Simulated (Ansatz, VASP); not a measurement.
# BeTe: VASP beside Ansatz

```xyz
2
Lattice="0.0000 2.8243 2.8243 2.8243 0.0000 2.8243 2.8243 2.8243 0.0000" Properties=species:S:1:pos:R:3 pbc="T T T"
Te    4.2365    4.2365    4.2365
Be    0.0000    0.0000    0.0000
```

Alike in both runs: task single point; functional B3LYP; k mesh 4 × 4 × 4; occupations fermi-dirac, width 0.05 eV; no spin polarisation.

```csv
,VASP,Ansatz
version,VASP 6.6.1,Ansatz 0.2.0
potentials or method,"VASP PAW PBE potentials, release 64 (Te, Be)",Ansatz PAW
plane-wave cutoff (eV),520,420
valence electrons in the cell,8,18
```

```tsv
	VASP	Ansatz	Ansatz less VASP
gap on the k mesh at the Fermi level (eV)	3.37	3.36	-0.009
least direct gap on the mesh (eV)	5.01	4.99	-0.024
pressure (GPa)	2.1	2.1	+0.01
```

VASP's potentials were made for PBE, not for B3LYP. VASP's potentials hold 8 valence electrons a cell and Ansatz's 18, so a difference there can come from the potentials and not from the codes.

The k mesh is coarse, so the values compare programs but aren't converged. Spin-orbit coupling is off throughout.
